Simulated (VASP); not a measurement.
# ZnO (P6_3mc) in VASP: further runs

Aim: see how the results for ZnO move with the level of theory and the settings. Levels: PBE, PBE+D3(BJ). Tasks: single point.

All numbers are computed with VASP 6.6.1; they aren't measurements. Logs are shortened: lines on timing, memory, paths and dates and some standing lists are left out, and cuts for length are marked.

**1. The cell of the first run**

The structure is hexagonal, space group P6_3mc (No. 186). The conventional cell has a = 3.249 Å, b = 3.249 Å, c = 5.206 Å, α = 90.00°, β = 90.00°, γ = 120.00°. Within 2.6 Å of Zn (site symmetry 3m) lie 4 O at 1.97 to 1.98 Å. O (site symmetry 3m) has 4 Zn at 1.97 to 1.98 Å within 2.6 Å.

**2. Single point, PBE**

INCAR

```
SYSTEM = ZnO
  PREC = Accurate
  ENCUT = 1340
  EDIFF = 1E-6
  ISMEAR = 0
  SIGMA = 0.014
  LREAL = .FALSE.
  LASPH = .TRUE.
  NELM = 120
  ALGO = Normal
  ISIF = 2
  LWAVE = .FALSE.
  LCHARG = .FALSE.
  GGA = PE
  NBANDS = 26
  GGA_COMPAT = .FALSE.
```

KPOINTS

```
Automatic mesh
0
G
  9 9 5
  0 0 0
```

POSCAR

```
ZnO
1.0
    3.2493080000      0.0000000000      0.0000000000
   -1.6246540000      2.8139832727      0.0000000000
    0.0000000000      0.0000000000      5.2057090000
Zn O
2 2
Direct
    0.6666666667      0.3333333333      0.0000000000
    0.3333333333      0.6666666667      0.5000000000
    0.3333333333      0.6666666667      0.8790100000
    0.6666666667      0.3333333333      0.3790100000
```

Potentials or basis: VASP PAW PBE potentials, release 64 (Zn, O_h).

Run with:

```
> cat potpaw_PBE.64/Zn/POTCAR potpaw_PBE.64/O_h/POTCAR > POTCAR
> mpirun -np 1 vasp_std > vasp.out
```

OUTCAR:

```text
SYSTEM = ZnO
   PREC = Accurate
   ENCUT = 1340
   EDIFF = 1E-6
   ISMEAR = 0
   LREAL = .FALSE.
   LASPH = .TRUE.
   NELM = 120
   ISIF = 2
   GGA = PE

 ion  position               nearest neighbor table
   1  0.667  0.333  0.000-   4 1.97   3 1.98   3 1.98   3 1.98
   2  0.333  0.667  0.500-   3 1.97   4 1.98   4 1.98   4 1.98
   3  0.333  0.667  0.879-   2 1.97   1 1.98   1 1.98   1 1.98
   4  0.667  0.333  0.379-   1 1.97   2 1.98   2 1.98   2 1.98

  LATTYP: Found a hexagonal cell.
 ALAT       =     3.2493080000
 C/A-ratio  =     1.6020977390

  Lattice vectors:

 A1 = (   3.2493080000,   0.0000000000,   0.0000000000)
 A2 = (  -1.6246540000,   2.8139832727,   0.0000000000)
 A3 = (   0.0000000000,   0.0000000000,   5.2057090000)

Analysis of symmetry for initial positions (statically):
=====================================================================
 Subroutine PRICEL returns:
 Original cell was already a primitive cell.

 Routine SETGRP: Setting up the symmetry group for a
 hexagonal supercell.

 Subroutine GETGRP returns: Found 12 space group operations
 (whereof  6 operations were pure point group operations)
 out of a pool of 24 trial point group operations.

The static configuration has the point symmetry C_3v.
 The point group associated with its full space group is C_6v.

Analysis of symmetry for dynamics (positions and initial velocities):
=====================================================================
 Subroutine PRICEL returns:
 Original cell was already a primitive cell.

 Routine SETGRP: Setting up the symmetry group for a
 hexagonal supercell.

 Subroutine GETGRP returns: Found 12 space group operations
 (whereof  6 operations were pure point group operations)
 out of a pool of 24 trial point group operations.

The dynamic configuration has the point symmetry C_3v.
 The point group associated with its full space group is C_6v.

 Subroutine INISYM returns: Found 12 space group operations
 (whereof  6 operations are pure point group operations),
 and found     1 'primitive' translations

----------------------------------------------------------------------------------------

                                     Primitive cell

  volume of cell :      47.5984

  direct lattice vectors                    reciprocal lattice vectors
     3.249308000  0.000000000  0.000000000     0.307757836  0.177684070  0.000000000
    -1.624654000  2.813983273  0.000000000     0.000000000  0.355368139  0.000000000
     0.000000000  0.000000000  5.205709000     0.000000000  0.000000000  0.192096792

  length of vectors
     3.249308000  3.249308000  5.205709000     0.355368139  0.355368139  0.192096792

  position of ions in fractional coordinates (direct lattice)
     0.666666667  0.333333333  0.000000000
     0.333333333  0.666666667  0.500000000
     0.333333333  0.666666667  0.879010000
     0.666666667  0.333333333  0.379010000

  ion indices of the primitive-cell ions
   primitive index   ion index
                 1           1
                 2           2
                 3           3
                 4           4

----------------------------------------------------------------------------------------

 KPOINTS: Automatic mesh

Automatic generation of k-mesh.
 Grid dimensions read from file:
 generate k-points for:    9    9    5

 Generating k-lattice:

  Cartesian coordinates                     Fractional coordinates (reciprocal lattice)
     0.034195315  0.019742674  0.000000000     0.111111111  0.000000000  0.000000000
     0.000000000  0.039485349  0.000000000     0.000000000  0.111111111  0.000000000
     0.000000000  0.000000000  0.038419358     0.000000000  0.000000000  0.200000000

  Length of vectors
     0.039485349  0.039485349  0.038419358

  Shift w.r.t. Gamma in fractional coordinates (k-lattice)
     0.000000000  0.000000000  0.000000000

 Subroutine IBZKPT returns following result:
 ===========================================

 Found     36 irreducible k-points:

 Following reciprocal coordinates:
            Coordinates               Weight
  0.000000  0.000000  0.000000      1.000000
  0.111111  0.000000  0.000000      6.000000
  0.222222  0.000000  0.000000      6.000000
  0.333333  0.000000  0.000000      6.000000
  0.444444  0.000000  0.000000      6.000000
  0.111111  0.111111  0.000000      6.000000
[... 16 lines left out ...]
  0.333333  0.222222  0.200000     24.000000
  0.333333  0.333333  0.200000      4.000000
 [... further k-points ...]
   k-points           NKPTS =     36   k-points in BZ     NKDIM =     36   number of bands    NBANDS=     26
   number of dos      NEDOS =    301   number of ions     NIONS =      4
   total plane-waves  NPLWV = 102400
   dimension x,y,z NGX =    40 NGY =   40 NGZ =   64
   dimension x,y,z NGXF=    80 NGYF=   80 NGZF=  128
   ions per type =               2   2
   NGX,Y,Z   is equivalent  to a cutoff of  20.47, 20.47, 20.44 a.u.
   NGXF,Y,Z  is equivalent  to a cutoff of  40.93, 40.93, 40.88 a.u.
 SYSTEM =  ZnO
   PREC   = accura    normal or accurate (medium, high low for compatibility)
   ISTART =      0    job   : 0-new  1-cont  2-samecut
   ICHARG =      2    charge: 1-file 2-atom 10-const
   ISPIN  =      1    spin polarized calculation?
   LNONCOLLINEAR =      F non collinear calculations
   LSORBIT =      F    spin-orbit coupling
   LASPH  =      T    aspherical Exc in radial PAW
   ENCUT  = 1340.0 eV  98.49 Ry    9.92 a.u.   9.70  9.70 15.54*2*pi/ulx,y,z
   NELM   =    120;   NELMIN=  2; NELMDL= -5     # of ELM steps
   EDIFF  = 0.1E-05   stopping-criterion for ELM
   LREAL  =      F    real-space projection
[... 7 lines left out ...]
   TEBEG  =    0.0;   TEEND  =   0.0 temperature during run
   PSTRESS=    0.0 pullay stress
   NELECT =      36.0000    total number of electrons
   NUPDOWN=      -1.0000    fix difference up-down
   EMIN   =  10.00;   EMAX   =-10.00  energy-range for DOS
   EFERMI =   0.00;   METHOD = LEGACY
   ISMEAR =     0;   SIGMA  =   0.01  broadening in eV -4-tet -1-fermi 0-gaus
   EFERMI_NEDOS =   21; number of points for ismear=-14 and -15
   IALGO  =     38    algorithm
   IMIX   =      4    mixing-type and parameters
     AMIX     =   0.40;   BMIX     =  1.00
     AMIX_MAG =   1.60;   BMIX_MAG =  1.00
  volume/ion in A,a.u.               =      11.90        80.30
  Fermi-wavevector in a.u.,A,eV,Ry     =   1.491574  2.818667 30.270160  2.224794
  Thomas-Fermi vector in A             =   2.604212
   LORBIT       =      0    0 simple, 1 ext, 2 COOP (PROOUT), +10 PAW based schemes
   GGA     = PE    functional components
   LHFCALC =     F    Hartree Fock is set to
   AEXX    =    0.0000 exact exchange contribution
   IVDW    =     0    specifies the selected vdW correction
   LEPSILON=     F    determine dielectric tensor
   LRPA    =     F    only Hartree local field effects (RPA)
 non-spin polarized calculation
 Gauss-broadening in eV      SIGMA  =   0.01
  energy-cutoff  :     1340.00
  volume of cell :       47.60
 maximum number of plane-waves:      5335
 NGX is ok and might be reduce to    40
   NGX = 19   NGY = 19   NGZ = 31

 number of electron      36.0000001 magnetization

 Free energy of the ion-electron system (eV)
  ---------------------------------------------------
  ext. energy  EPLUGINS =         0.00000000
  ---------------------------------------------------
  free energy    TOTEN  =       -17.83716429 eV

  energy without entropy =      -17.83716429  energy(sigma->0) =      -17.83716429

 E-fermi :   1.6163     XC(G=0): -10.9144

 val. band max:        1.5214896740   @ k =   0.0000   0.0000   0.0000
 cond. band min:       2.3138217276   @ k =   0.0000   0.0000   0.0000
 fundamental gap:      0.7923320535
 Fermi energy:         1.6162899047

 k-point     1 :       0.0000    0.0000    0.0000
  band No.  band energies     occupation
      1     -16.5644      2.00000
      2     -15.8333      2.00000
      3      -4.1652      2.00000
      4      -4.1652      2.00000
      5      -4.1257      2.00000
      6      -4.1041      2.00000
[... 18 lines left out ...]
     25      15.6521      0.00000
     26      15.6521      0.00000

 k-point     2 :       0.1111    0.0000    0.0000
  band No.  band energies     occupation
      1     -16.4973      2.00000
      2     -15.8043      2.00000
      3      -4.2435      2.00000
      4      -4.1268      2.00000
      5      -4.0846      2.00000
      6      -4.0223      2.00000
[... 18 lines left out ...]
     25      15.7946      0.00000
     26      15.7979      0.00000

 k-point     3 :       0.2222    0.0000    0.0000
  band No.  band energies     occupation
      1     -16.3183      2.00000
      2     -15.7352      2.00000
      3      -4.3920      2.00000
      4      -4.0690      2.00000
      5      -4.0371      2.00000
      6      -3.9357      2.00000
[... 18 lines left out ...]
     25      15.0446      0.00000
     26      15.7676      0.00000

 k-point     4 :       0.3333    0.0000    0.0000
  band No.  band energies     occupation
      1     -16.0907      2.00000
      2     -15.6716      2.00000
      3      -4.4731      2.00000
      4      -4.1165      2.00000
      5      -3.9560      2.00000
      6      -3.7646      2.00000
[... 18 lines left out ...]
     25      14.9163      0.00000
     26      15.5946      0.00000

 k-point     5 :       0.4444    0.0000    0.0000
  band No.  band energies     occupation
      1     -15.9115      2.00000
      2     -15.6553      2.00000
      3      -4.4235      2.00000
      4      -4.1795      2.00000
      5      -3.9184      2.00000
      6      -3.5852      2.00000
[... 18 lines left out ...]
     25      14.7429      0.00000
     26      15.7147      0.00000

 k-point     6 :       0.1111    0.1111    0.0000
  band No.  band energies     occupation
      1     -16.3742      2.00000
      2     -15.7552      2.00000
      3      -4.3213      2.00000
      4      -4.1296      2.00000
      5      -4.0260      2.00000
      6      -3.9800      2.00000
[... 427 lines left out ...]
 k-point    21 :       0.4444    0.1111    0.2000
  band No.  band energies     occupation
      1     -15.8351      2.00000
      2     -15.6743      2.00000
      3      -4.4062      2.00000
      4      -4.2376      2.00000
      5      -3.9093      2.00000
      6      -3.6286      2.00000
[... 18 lines left out ...]
     25      14.4895      0.00000
     26      15.4788      0.00000

 k-point    22 :       0.2222    0.2222    0.2000
  band No.  band energies     occupation
      1     -15.9469      2.00000
      2     -15.6824      2.00000
      3      -4.3291      2.00000
      4      -4.2456      2.00000
      5      -3.8750      2.00000
      6      -3.8439      2.00000
[... 18 lines left out ...]
     25      13.5859      0.00000
     26      16.8231      0.00000

 k-point    23 :       0.3333    0.2222    0.2000
  band No.  band energies     occupation
      1     -15.8042      2.00000
      2     -15.6739      2.00000
      3      -4.2606      2.00000
      4      -4.0885      2.00000
      5      -3.9172      2.00000
      6      -3.7077      2.00000
[... 18 lines left out ...]
     25      14.3908      0.00000
     26      15.8701      0.00000

 k-point    24 :       0.3333    0.3333    0.2000
  band No.  band energies     occupation
      1     -15.7133      2.00000
      2     -15.7133      2.00000
      3      -4.1723      2.00000
      4      -3.9649      2.00000
      5      -3.9649      2.00000
      6      -3.5992      2.00000
[... 18 lines left out ...]
     25      15.0749      0.00000
     26      16.1102      0.00000

 [... further k-points ...]

------------------------ aborting loop because EDIFF is reached ----------------------------------------

  FORCE on cell =-STRESS in cart. coord.  units (eV):
  Direction    XX          YY          ZZ          XY          YZ          ZX
  --------------------------------------------------------------------------------------
  -------------------------------------------------------------------------------------
  Total        1.5578210      1.5578210      2.0754914      0.0000000      0.0000000      0.0000000
  in kB       52.4367597     52.4367597     69.8617157      0.0000000      0.0000000      0.0000000
  external PRESSURE =      58.2450784 kB  Pullay stress =       0.0000000 kB

 VOLUME and BASIS-vectors are now :
 -----------------------------------------------------------------------------
  energy-cutoff  :     1340.00
  volume of cell :       47.60
      direct lattice vectors                 reciprocal lattice vectors
     3.249308000  0.000000000  0.000000000     0.307757836  0.177684070  0.000000000
    -1.624654000  2.813983273  0.000000000     0.000000000  0.355368139  0.000000000
     0.000000000  0.000000000  5.205709000     0.000000000  0.000000000  0.192096792

 POSITION                                       TOTAL-FORCE (eV/Angst)
 -----------------------------------------------------------------------------------
      1.62465      0.93799      0.00000         0.000000     -0.000000     -0.073507
     -0.00000      1.87599      2.60285         0.000000      0.000000     -0.073507
     -0.00000      1.87599      4.57587        -0.000000     -0.000000      0.073507
      1.62465      0.93799      1.97302        -0.000000      0.000000      0.073507
 -----------------------------------------------------------------------------------
    total drift:                                0.000000     -0.000000     -0.000049

  FREE ENERGIE OF THE ION-ELECTRON SYSTEM (eV)
  ---------------------------------------------------
  free  energy   TOTEN  =       -17.8371642910 eV

  energy  without entropy=      -17.8371642910  energy(sigma->0) =      -17.83716429
```

Wall time 3.9 min (1 thread of Intel Xeon Platinum 8259CL at 2.50GHz (Skylake/Cascade Lake), shared host); peak memory 0.39 GiB.

What came out:

* Free energy: -17.8372 eV
* Pressure: 5.8 GPa
* Largest force: 0.074 eV/Å
* Band gap on the k mesh: 0.79 eV

Forces on the atoms (eV/Å):
```
Zn   0.000  0.000 -0.074
Zn   0.000  0.000 -0.074
O    0.000  0.000  0.074
O    0.000  0.000  0.074
```

Caveat: the cell stands under pressure; semilocal functionals underestimate gaps, and a narrow one can read as zero.

**3. Single point, PBE**

INCAR

```
SYSTEM = ZnO
PREC = Accurate
ENCUT = 1340
EDIFF = 1E-6
ISMEAR = -1
SIGMA = 0.05
LREAL = .FALSE.
LASPH = .TRUE.
NELM = 120
ALGO = Normal
ISIF = 2
LWAVE = .FALSE.
LCHARG = .FALSE.
GGA = PE
NBANDS = 26
GGA_COMPAT = .FALSE.
```

KPOINTS

```
Automatic mesh
0
G
  7 7 4
  0 0 0
```

POSCAR

```
ZnO
1.0
    3.2493080000      0.0000000000      0.0000000000
   -1.6246540000      2.8139832727      0.0000000000
    0.0000000000      0.0000000000      5.2057090000
Zn O
2 2
Direct
    0.6666666667      0.3333333333     -0.0009811968
    0.3333333333      0.6666666667      0.4990188032
    0.3333333333      0.6666666667      0.8799911968
    0.6666666667      0.3333333333      0.3799911968
```

Potentials or basis: VASP PAW PBE potentials, release 64 (Zn, O_h).

Run with:

```
> cat potpaw_PBE.64/Zn/POTCAR potpaw_PBE.64/O_h/POTCAR > POTCAR
> mpirun -np 1 vasp_std > vasp.out
```

Run time: 72 s. Hardware: 1 thread of AMD EPYC 9R45 (Zen 5), shared host; peak memory 0.33 GiB.

It converged, with:

* Free energy: -17.8371 eV
* Pressure: 5.8 GPa
* Band gap on the k mesh: 0.79 eV

Forces in eV/Å, atoms in the order of the input:
```
Zn   0.000  0.000 -0.003
Zn   0.000  0.000 -0.003
O    0.000  0.000  0.003
O    0.000  0.000  0.003
```

Stress tensor (GPa, compression positive):
```
5.55 0.00 0.00
0.00 5.55 0.00
0.00 0.00 6.27
```

Levels at points of the mesh, in eV from the valence-band top:
```tsv
k point	band 15	band 16	band 17	band 18	band 19	band 20	band 21	band 22
(0.00, 0.00, 0.00)	-0.79	-0.09	0.00	0.00	0.79	5.20	8.25	12.85
(0.00, 0.00, 0.50)	-0.39	-0.39	-0.39	-0.39	3.46	3.46	10.10	10.10
```

Caveat: the cell stands under pressure; semilocal functionals underestimate gaps, and a narrow one can read as zero. As with any semilocal functional, this PBE gap is likely too small.

[end of part 1 of 2]
